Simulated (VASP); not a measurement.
A run of VASP 6.6.1 is set up as follows.

The input INCAR:

```
ALGO     = Normal         # electronic algorithm
EDIFF    = 1E-6           # SCF threshold, eV
ENCUT    = 520            # plane-wave cutoff, eV
ISIF     = 2              # what is computed and relaxed
ISMEAR   = -1             # smearing method
LASPH    = True           # aspherical terms in the spheres
LCHARG   = False          # write CHGCAR
LREAL    = False          # projectors in reciprocal space
LWAVE    = False          # write WAVECAR
NBANDS   = 19             # bands
NELM     = 100            # most SCF steps
PREC     = Accurate       # precision mode
SIGMA    = 0.1            # smearing width, eV
```

Contents of KPOINTS:

```
k-points
0
Gamma
  12 12 12
```

POSCAR

```
Hg
1.0
    0.0000000000      2.9645329018      2.9645329018
    2.9645329018      0.0000000000      2.9645329018
    2.9645329018      2.9645329018      0.0000000000
Hg
2
Direct
   -0.1250000000     -0.1250000000     -0.1250000000
    0.1250000000      0.1250000000      0.1250000000
```

Potentials or basis: VASP PAW LDA potentials, release 64 (Hg).

Run with:

```sh
$ cat potpaw_LDA.64/Hg/POTCAR > POTCAR
$ mpirun -np 1 vasp_std > vasp.out
```

What does it give for the pressure?

16.9 GPa.

What does it give for the band gap on the k mesh?

Zero (bands 12 and 13 overlap by 6.82 eV).

Caveat: the cell stands under pressure; spin-orbit coupling is left out, which moves the levels of the heavy elements.
